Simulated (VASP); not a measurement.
Input of a VASP 6.6.1 run:

The input POSCAR:

```
GaAs
1.0
    0.0000000000      2.8268500000      2.8268500000
    2.8268500000      0.0000000000      2.8268500000
    2.8268500000      2.8268500000      0.0000000000
As Ga
1 1
Direct
    0.7500000000      0.7500000000      0.7500000000
    0.0000000000      0.0000000000      0.0000000000
```

INCAR.step1

```
PREC = Accurate
ENCUT = 520
EDIFF = 1E-5
ISMEAR = -1
SIGMA = 0.05
LREAL = False
LASPH = True
NELM = 80
ALGO = Normal
ISIF = 2
LWAVE = True
LCHARG = False
NBANDS = 16
GGA = PE
```

The input INCAR.step2:

```
PREC = Accurate
ENCUT = 520
EDIFF = 1E-6
ISMEAR = -1
SIGMA = 0.05
LREAL = False
LASPH = True
NELM = 80
ALGO = Normal
ISIF = 2
LWAVE = False
LCHARG = False
GGA = PE
LHFCALC = True
AEXX = 0.1
PRECFOCK = Normal
NBANDS = 16
ISTART = 1
```

Contents of KPOINTS:

```
regular mesh
0
Gamma
  5 5 5
```

Potentials or basis: VASP PAW PBE potentials, release 64 (As, Ga_d).

The run is started by

```bash
$ cat potpaw_PBE.64/As/POTCAR potpaw_PBE.64/Ga_d/POTCAR > POTCAR
$ cp INCAR.step1 INCAR
$ mpirun -np 1 vasp_std > vasp.out
$ cp INCAR.step2 INCAR
$ mpirun -np 1 vasp_std > vasp.out
```

Predict the band gap on the k mesh.

1.12 eV.

What does it give for the pressure?

2.4 GPa.

Caveat: the PAW data sets were made with another functional, which shifts forces and pressure a little.
